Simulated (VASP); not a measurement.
# SnSe2 (P-3m1) in VASP: a series of runs

SnSe2 is run at these levels: PBE; tasks: single point.

Program: VASP 6.6.1. These are calculated values, not measurements. Logs are shortened: lines on timing, memory, paths and dates and some standing lists are left out, and cuts for length are marked.

## Step 1: The cell of the first run

Symmetry: P-3m1, No. 164, trigonal system. Conventional cell: a = 3.872 Å, b = 3.872 Å, c = 6.988 Å, α = 90.00°, β = 90.00°, γ = 120.00°. Within 3.6 Å of Sn (site symmetry -3m) lie 6 Se at 2.75 Å. Within 3.6 Å of Se (site symmetry 3m) lie 3 Sn at 2.75 Å.

## Step 2: Single point, PBE

The input, INCAR:

```
ALGO = Normal
EDIFF = 1E-6
ENCUT = 520
GGA = PE
ISIF = 2
ISMEAR = 0
LASPH = T
LCHARG = F
LREAL = F
LWAVE = F
NBANDS = 20
NELM = 100
PREC = Accurate
SIGMA = 0.05
```

The input, KPOINTS:

```
k-points
0
Gamma
  12 12 4
```

The input, POSCAR:

```
SnSe2
1.0
    3.8717468171      0.0000000000      0.0000000000
   -1.9358734086      3.3530311007      0.0000000000
    0.0000000000      0.0000000000      6.9880221146
Sn Se
1 2
Direct
    0.0000000000      0.0000000000      0.0000000000
    0.3333333333      0.6666666667      0.2281493097
    0.6666666667      0.3333333333      0.7718506903
```

Potentials or basis: VASP PAW PBE potentials, release 64 (Sn_d, Se).

Started as:

```bash
cat potpaw_PBE.64/Sn_d/POTCAR potpaw_PBE.64/Se/POTCAR > POTCAR
mpirun -np 1 vasp_std > vasp.out
```

OUTCAR:

```text
EDIFF = 1E-6
   ENCUT = 520
   GGA = PE
   ISIF = 2
   ISMEAR = 0
   LASPH = T
   LREAL = F
   NELM = 100
   PREC = Accurate

 ion  position               nearest neighbor table
   1  0.000  0.000  0.000-   2 2.75   3 2.75   3 2.75   2 2.75   3 2.75   2 2.75
   2  0.333  0.667  0.228-   1 2.75   1 2.75   1 2.75
   3  0.667  0.333  0.772-   1 2.75   1 2.75   1 2.75

  LATTYP: Found a hexagonal cell.
 ALAT       =     3.8717468171
 C/A-ratio  =     1.8048757950

  Lattice vectors:

 A1 = (   3.8717468171,   0.0000000000,   0.0000000000)
 A2 = (  -1.9358734086,   3.3530311007,   0.0000000000)
 A3 = (   0.0000000000,   0.0000000000,   6.9880221146)

Analysis of symmetry for initial positions (statically):
=====================================================================
 Subroutine PRICEL returns:
 Original cell was already a primitive cell.

 Routine SETGRP: Setting up the symmetry group for a
 hexagonal supercell.

 Subroutine GETGRP returns: Found 12 space group operations
 (whereof 12 operations were pure point group operations)
 out of a pool of 24 trial point group operations.

The static configuration has the point symmetry D_3d.

Analysis of symmetry for dynamics (positions and initial velocities):
=====================================================================
 Subroutine PRICEL returns:
 Original cell was already a primitive cell.

 Routine SETGRP: Setting up the symmetry group for a
 hexagonal supercell.

 Subroutine GETGRP returns: Found 12 space group operations
 (whereof 12 operations were pure point group operations)
 out of a pool of 24 trial point group operations.

The dynamic configuration has the point symmetry D_3d.

 Subroutine INISYM returns: Found 12 space group operations
 (whereof 12 operations are pure point group operations),
 and found     1 'primitive' translations

----------------------------------------------------------------------------------------

                                     Primitive cell

  volume of cell :      90.7191

  direct lattice vectors                    reciprocal lattice vectors
     3.871746817  0.000000000  0.000000000     0.258281351  0.149118808  0.000000000
    -1.935873409  3.353031101  0.000000000     0.000000000  0.298237615  0.000000000
     0.000000000  0.000000000  6.988022115     0.000000000  0.000000000  0.143102008

  length of vectors
     3.871746817  3.871746817  6.988022115     0.298237615  0.298237615  0.143102008

  position of ions in fractional coordinates (direct lattice)
     0.000000000  0.000000000  0.000000000
     0.333333333  0.666666667  0.228149310
     0.666666667  0.333333333  0.771850690

  ion indices of the primitive-cell ions
   primitive index   ion index
                 1           1
                 2           2
                 3           3

----------------------------------------------------------------------------------------

 KPOINTS: k-points

Automatic generation of k-mesh.
 Grid dimensions read from file:
 generate k-points for:   12   12    4

 Generating k-lattice:

  Cartesian coordinates                     Fractional coordinates (reciprocal lattice)
     0.021523446  0.012426567  0.000000000     0.083333333  0.000000000  0.000000000
     0.000000000  0.024853135  0.000000000     0.000000000  0.083333333  0.000000000
     0.000000000  0.000000000  0.035775502     0.000000000  0.000000000  0.250000000

  Length of vectors
     0.024853135  0.024853135  0.035775502

  Shift w.r.t. Gamma in fractional coordinates (k-lattice)
     0.000000000  0.000000000  0.000000000

 Subroutine IBZKPT returns following result:
 ===========================================

 Found     69 irreducible k-points:

 Following reciprocal coordinates:
            Coordinates               Weight
  0.000000  0.000000  0.000000      1.000000
  0.083333  0.000000  0.000000      6.000000
  0.166667 -0.000000  0.000000      6.000000
  0.250000  0.000000  0.000000      6.000000
  0.333333  0.000000  0.000000      6.000000
  0.416667  0.000000  0.000000      6.000000
[... 16 lines left out ...]
  0.166667 -0.000000  0.250000      6.000000
  0.000000  0.166667  0.250000      6.000000
 [... further k-points ...]
   k-points           NKPTS =     69   k-points in BZ     NKDIM =     69   number of bands    NBANDS=     20
   number of dos      NEDOS =    301   number of ions     NIONS =      3
   total plane-waves  NPLWV =  48600
   dimension x,y,z NGX =    30 NGY =   30 NGZ =   54
   dimension x,y,z NGXF=    60 NGYF=   60 NGZF=  108
   ions per type =               1   2
   NGX,Y,Z   is equivalent  to a cutoff of  12.88, 12.88, 12.85 a.u.
   NGXF,Y,Z  is equivalent  to a cutoff of  25.76, 25.76, 25.69 a.u.
 SYSTEM =  unknown system
   PREC   = accura    normal or accurate (medium, high low for compatibility)
   ISTART =      0    job   : 0-new  1-cont  2-samecut
   ICHARG =      2    charge: 1-file 2-atom 10-const
   ISPIN  =      1    spin polarized calculation?
   LNONCOLLINEAR =      F non collinear calculations
   LSORBIT =      F    spin-orbit coupling
   LASPH  =      T    aspherical Exc in radial PAW
   ENCUT  =  520.0 eV  38.22 Ry    6.18 a.u.   7.20  7.20 12.99*2*pi/ulx,y,z
   NELM   =    100;   NELMIN=  2; NELMDL= -5     # of ELM steps
   EDIFF  = 0.1E-05   stopping-criterion for ELM
   LREAL  =      F    real-space projection
   EDIFFG = 0.1E-04   stopping-criterion for IOM
   NSW    =      0    number of steps for IOM
   IBRION =     -1    ionic relax: 0-MD 1-quasi-New 2-CG
   NFREE  =      0    steps in history (QN), initial steepest desc. (CG)
   ISIF   =      2    stress and relaxation
   ISYM   =      2    0-nonsym 1-usesym 2-fastsym
   POTIM  = 0.5000    time-step for ionic-motion
   TEBEG  =    0.0;   TEEND  =   0.0 temperature during run
   PSTRESS=    0.0 pullay stress
   NELECT =      26.0000    total number of electrons
   NUPDOWN=      -1.0000    fix difference up-down
   EMIN   =  10.00;   EMAX   =-10.00  energy-range for DOS
   EFERMI =   0.00;   METHOD = LEGACY
   ISMEAR =     0;   SIGMA  =   0.05  broadening in eV -4-tet -1-fermi 0-gaus
   EFERMI_NEDOS =   21; number of points for ismear=-14 and -15
   IALGO  =     38    algorithm
   IMIX   =      4    mixing-type and parameters
     AMIX     =   0.40;   BMIX     =  1.00
     AMIX_MAG =   1.60;   BMIX_MAG =  1.00
  volume/ion in A,a.u.               =      30.24       204.07
  Fermi-wavevector in a.u.,A,eV,Ry     =   1.079360  2.039695 15.851034  1.165018
  Thomas-Fermi vector in A             =   2.215323
   LORBIT       =      0    0 simple, 1 ext, 2 COOP (PROOUT), +10 PAW based schemes
   GGA     = PE    functional components
   LHFCALC =     F    Hartree Fock is set to
   AEXX    =    0.0000 exact exchange contribution
   IVDW    =     0    specifies the selected vdW correction
   LEPSILON=     F    determine dielectric tensor
   LRPA    =     F    only Hartree local field effects (RPA)
 non-spin polarized calculation
 Gauss-broadening in eV      SIGMA  =   0.05
  energy-cutoff  :      520.00
  volume of cell :       90.72
 maximum number of plane-waves:      2464
 NGX is ok and might be reduce to    30
   NGX = 15   NGY = 15   NGZ = 25

 number of electron      25.9999990 magnetization

 Free energy of the ion-electron system (eV)
  ---------------------------------------------------
  ext. energy  EPLUGINS =         0.00000000
  ---------------------------------------------------
  free energy    TOTEN  =       -11.87449536 eV

  energy without entropy =      -11.87449536  energy(sigma->0) =      -11.87449536

 E-fermi :   2.7548     XC(G=0):  -8.5931

 val. band max:        2.5408928536   @ k =   0.1667  -0.0000   0.0000
 cond. band min:       3.2399582801   @ k =   0.5000   0.0000   0.5000
 fundamental gap:      0.6990654266
 Fermi energy:         2.7547605553

 k-point     1 :       0.0000    0.0000    0.0000
  band No.  band energies     occupation
      1     -18.5743      2.00000
      2     -18.5743      2.00000
      3     -18.5420      2.00000
      4     -18.5328      2.00000
      5     -18.5328      2.00000
      6     -10.8118      2.00000
[... 12 lines left out ...]
     19      11.4212      0.00000
     20      11.4443      0.00000

 k-point     2 :       0.0833    0.0000    0.0000
  band No.  band energies     occupation
      1     -18.5766      2.00000
      2     -18.5720      2.00000
      3     -18.5404      2.00000
      4     -18.5343      2.00000
      5     -18.5327      2.00000
      6     -10.7486      2.00000
[... 12 lines left out ...]
     19      10.7725      0.00000
     20      11.4546      0.00000

 k-point     3 :       0.1667   -0.0000    0.0000
  band No.  band energies     occupation
      1     -18.5834      2.00000
      2     -18.5662      2.00000
      3     -18.5394      2.00000
      4     -18.5346      2.00000
      5     -18.5319      2.00000
      6     -10.5639      2.00000
[... 12 lines left out ...]
     19      10.7020      0.00000
     20      11.2192      0.00000

 k-point     4 :       0.2500    0.0000    0.0000
  band No.  band energies     occupation
      1     -18.5939      2.00000
      2     -18.5600      2.00000
      3     -18.5441      2.00000
      4     -18.5291      2.00000
      5     -18.5277      2.00000
      6     -10.2745      2.00000
[... 12 lines left out ...]
     19      10.9823      0.00000
     20      11.0511      0.00000

 k-point     5 :       0.3333    0.0000    0.0000
  band No.  band energies     occupation
      1     -18.6051      2.00000
      2     -18.5562      2.00000
      3     -18.5485      2.00000
      4     -18.5238      2.00000
      5     -18.5204      2.00000
      6      -9.9171      2.00000
[... 12 lines left out ...]
     19      10.9412      0.00000
     20      11.7049      0.00000
[... 353 lines left out ...]
      6     -10.7271      2.00000
[... 12 lines left out ...]
     19      10.6680      0.00000
     20      11.4288      0.00000

 k-point    22 :       0.0000    0.0833    0.2500
  band No.  band energies     occupation
      1     -18.5766      2.00000
      2     -18.5720      2.00000
      3     -18.5404      2.00000
      4     -18.5343      2.00000
      5     -18.5327      2.00000
      6     -10.7271      2.00000
[... 12 lines left out ...]
     19      10.8557      0.00000
     20      11.2843      0.00000

 k-point    23 :       0.1667   -0.0000    0.2500
  band No.  band energies     occupation
      1     -18.5834      2.00000
      2     -18.5662      2.00000
      3     -18.5394      2.00000
      4     -18.5346      2.00000
      5     -18.5319      2.00000
      6     -10.5429      2.00000
[... 12 lines left out ...]
     19      10.5778      0.00000
     20      11.4989      0.00000

 k-point    24 :       0.0000    0.1667    0.2500
  band No.  band energies     occupation
      1     -18.5834      2.00000
      2     -18.5662      2.00000
      3     -18.5394      2.00000
      4     -18.5346      2.00000
      5     -18.5319      2.00000
      6     -10.5428      2.00000
[... 12 lines left out ...]
     19      10.6358      0.00000
     20      11.0305      0.00000

 [... further k-points ...]
[... 5 lines left out ...]
  --------------------------------------------------------------------------------------
  -------------------------------------------------------------------------------------
  Total        0.0312208      0.0312208      0.0487209     -0.0000000      0.0000000     -0.0000000
  in kB        0.5513868      0.5513868      0.8604533     -0.0000000      0.0000000     -0.0000000
  external PRESSURE =       0.6544090 kB  Pullay stress =       0.0000000 kB

 VOLUME and BASIS-vectors are now :
 -----------------------------------------------------------------------------
  energy-cutoff  :      520.00
  volume of cell :       90.72
      direct lattice vectors                 reciprocal lattice vectors
     3.871746817  0.000000000  0.000000000     0.258281351  0.149118808  0.000000000
    -1.935873409  3.353031101  0.000000000     0.000000000  0.298237615  0.000000000
     0.000000000  0.000000000  6.988022115     0.000000000  0.000000000  0.143102008

 POSITION                                       TOTAL-FORCE (eV/Angst)
 -----------------------------------------------------------------------------------
      0.00000      0.00000      0.00000         0.000000      0.000000     -0.000000
     -0.00000      2.23535      1.59431        -0.000000     -0.000000      0.015194
      1.93587      1.11768      5.39371         0.000000      0.000000     -0.015194
 -----------------------------------------------------------------------------------
    total drift:                                0.000000      0.000000     -0.000000

  FREE ENERGIE OF THE ION-ELECTRON SYSTEM (eV)
  ---------------------------------------------------
  free  energy   TOTEN  =       -11.8744953617 eV

  energy  without entropy=      -11.8744953617  energy(sigma->0) =      -11.87449536
```

Wall time 1.7 min (1 thread of AMD EPYC 7R43 (Zen 3), shared host); peak memory 0.25 GiB.

What came out:

```yaml
Free_energy: -11.8745 eV
Pressure: 0.1 GPa
Largest_force: 0.015 eV/Å
Band_gap_on_the_k_mesh: 0.70 eV, indirect (least direct gap 1.08 eV)
```

Forces on the atoms (eV/Å):
```
Sn   0.000  0.000  0.000
Se   0.000  0.000  0.015
Se   0.000  0.000 -0.015
```

Caveat: spin-orbit coupling is left out, which moves the levels of the heavy elements; this functional lacks dispersion, which binds the layers, so the pressure and a relaxed spacing across them are unreliable. A k mesh can miss the band edges.

## Step 3: Single point, PBE

The input, INCAR:

```
SYSTEM = SnSe2
  PREC = Accurate
  ENCUT = 520
  EDIFF = 1E-6
  ISMEAR = 0
  SIGMA = 0.05
  LREAL = .False.
  LASPH = .True.
  NELM = 100
  ALGO = Normal
  ISIF = 2
  LWAVE = .False.
  LCHARG = .False.
  GGA = PE
  NBANDS = 20
```

The input, KPOINTS:

```
Automatic mesh
0
Gamma
  12 12 4
  0 0 0
```

POSCAR is that of step 2.

Potentials or basis: VASP PAW PBE potentials, release 64 (Sn_d, Se).

Started as:

```bash
cat potpaw_PBE.64/Sn_d/POTCAR potpaw_PBE.64/Se/POTCAR > POTCAR
mpirun -np 1 vasp_std > vasp.out
```

Wall time 1.7 min (1 thread of AMD EPYC 7R43 (Zen 3), shared host); peak memory 0.25 GiB.

It converged, with:

* Free energy: -11.8745 eV
* Pressure: 0.1 GPa
* Largest force: 0.015 eV/Å
* Band gap on the k mesh: 0.70 eV, indirect (least direct gap 1.08 eV)

Forces in eV/Å, atoms in the order of the input:
```
Sn   0.000  0.000  0.000
Se   0.000  0.000  0.015
Se   0.000  0.000 -0.015
```

Levels at points of the mesh, in eV from the valence-band top:
| k point | band 10 | band 11 | band 12 | band 13 | band 14 | band 15 | band 16 | band 17 |
| --- | --- | --- | --- | --- | --- | --- | --- | --- |
| (0.00, 0.00, 0.00) | -0.47 | -0.47 | -0.12 | -0.12 | 1.09 | 3.08 | 4.59 | 4.59 |
| (0.50, 0.00, 0.00) | -2.38 | -2.18 | -0.79 | -0.27 | 0.93 | 3.89 | 5.56 | 5.68 |
| (0.00, 0.00, 0.50) | -0.49 | -0.49 | -0.08 | -0.08 | 1.98 | 3.00 | 4.51 | 4.51 |
| (0.50, 0.00, 0.50) | -2.14 | -2.04 | -0.63 | -0.38 | 0.70 | 4.21 | 4.91 | 5.75 |

Caveat: spin-orbit coupling is left out, which moves the levels of the heavy elements; this functional lacks dispersion, which binds the layers, so the pressure and a relaxed spacing across them are unreliable. A k mesh can miss the band edges.
